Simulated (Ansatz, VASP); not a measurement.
InP in VASP and in Ansatz

The input POSCAR:

```
InP
1.0
    0.0000000000      2.9305000000      2.9305000000
    2.9305000000      0.0000000000      2.9305000000
    2.9305000000      2.9305000000      0.0000000000
In P
1 1
Direct
    0.0000000000      0.0000000000      0.0000000000
    0.7500000000      0.7500000000      0.7500000000
```

The input INCAR.step1:

```
PREC = Accurate ; ENCUT = 520
EDIFF = 1E-5 ; ISMEAR = -1
SIGMA = 0.05 ; LREAL = F
LASPH = T ; NELM = 80
ALGO = Normal ; ISIF = 2
LWAVE = T ; GGA = PE
NBANDS = 16
```

INCAR.step2

```
PREC = Accurate ; ENCUT = 520
EDIFF = 1E-6 ; ISMEAR = -1
SIGMA = 0.05 ; LREAL = F
LASPH = T ; NELM = 80
ALGO = Normal ; ISIF = 2
LWAVE = F ; LCHARG = T
METAGGA = R2SCAN ; LHFCALC = T
AEXX = 0.5 ; LMIXTAU = T
PRECFOCK = Normal ; LELF = T
LVHAR = T ; ISTART = 1
NBANDS = 16
```

Contents of KPOINTS:

```
Automatic mesh
0
Gamma
  5 5 5
```

input.yaml

```yaml
crystal:
  lattice:
    - [0.0, 2.9305, 2.9305]
    - [2.9305, 0.0, 2.9305]
    - [2.9305, 2.9305, 0.0]
  atoms:
    - { symbol: In, position: [0.0, 0.0, 0.0] }
    - { symbol: P, position: [0.75, 0.75, 0.75] }
hamiltonian:
  xc: r2scan50
  pseudopotentials: { kind: paw }
kpoints:
  mp_grid: { grid: [5, 5, 5] }
  band_path:
    path:
      - [[0.0, 0.0, 0.0], [0.5, 0.0, 0.5], [0.5, 0.25, 0.75], [0.375, 0.375, 0.75], [0.0, 0.0, 0.0], [0.5, 0.5, 0.5], [0.625, 0.25, 0.625], [0.5, 0.25, 0.75], [0.5, 0.5, 0.5], [0.375, 0.375, 0.75]]
      - [[0.625, 0.25, 0.625], [0.5, 0.0, 0.5]]
    npoints: 4
scf:
  occupations: { method: fermi_dirac, width: 0.05 }
  n_extra_bands: 6
output:
  forces: true
  stress: true
  eigenvalues: true
  fatbands: false
```

Alike in both runs: functional r2SCAN50; k mesh 5 × 5 × 5; occupations fermi-dirac, width 0.05 eV; no spin polarisation.

|  | VASP | Ansatz |
| --- | --- | --- |
| version | VASP 6.6.1 | Ansatz 0.2.0 |
| potentials or method | VASP PAW PBE potentials, release 64 (In_d, P) | Ansatz PAW |
| plane-wave cutoff (eV) | 520 | 500 |
| valence electrons in the cell | 18 | 18 |
| task | single point | band structure |

```tsv
	VASP	Ansatz	Ansatz less VASP
gap on the k mesh at the Fermi level (eV)	3.79	3.72	-0.070
least direct gap on the mesh (eV)	3.79	3.72	-0.070
pressure (GPa)	-1.0	-0.6	+0.31
```

VASP's potentials were made for PBE, not for r2SCAN50.
